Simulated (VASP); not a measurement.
Br: single point with LDA

Crystal: Br.

```
CELL_PARAMETERS angstrom
3.32809 -1.95172 0.00000
3.32809 1.95172 0.00000
0.00000 0.00000 8.47323
ATOMIC_POSITIONS crystal
Br 0.84067 0.15933 0.12092
Br 0.65933 0.34067 0.62092
Br 0.15933 0.84067 0.87908
Br 0.34067 0.65933 0.37908
```

- Program: VASP 6.6.1
- Task: single point
- Functional: LDA
- Potentials or basis: VASP PAW LDA potentials, release 64 (Br)
- Cutoff: 520 eV
- k mesh: 5 × 5 × 2
- Occupations: fermi-dirac, width 0.05 eV
- Spin: no spin polarisation
- Dipole correction: no
- Further INCAR settings: ALGO = Normal; EDIFF = 1e-06; NBANDS = 22

```yaml
Pressure: 0.1 GPa
Largest_force: 0.021 eV/Å
Band_gap_on_the_k_mesh: 1.09 eV (least direct gap 1.19 eV)
```

Forces in eV/Å, atoms in the order of the input:
```
Br   0.000  0.016  0.014
Br   0.000 -0.016  0.014
Br   0.000 -0.016 -0.014
Br   0.000  0.016 -0.014
```

Stress tensor (GPa, compression positive):
```
0.00 0.00 0.00
0.00 0.08 0.00
0.00 0.00 0.17
```

Levels at points of the mesh, in eV from the valence-band top:
```
           k point  band 12  band 13  band 14  band 15  band 16  band 17
(0.00, 0.00, 0.00)    -0.87    -0.55     0.00     1.19     2.29     5.65
(0.00, 0.00, 0.50)    -1.13    -0.22    -0.22     1.44     1.44     6.28
```

Wall time 68 s on 1 thread of Intel Xeon 8259CL (shared host), peak memory 0.19 GiB.

Caveat: an odd mesh through Γ misses points on the zone boundary, where band edges can lie.
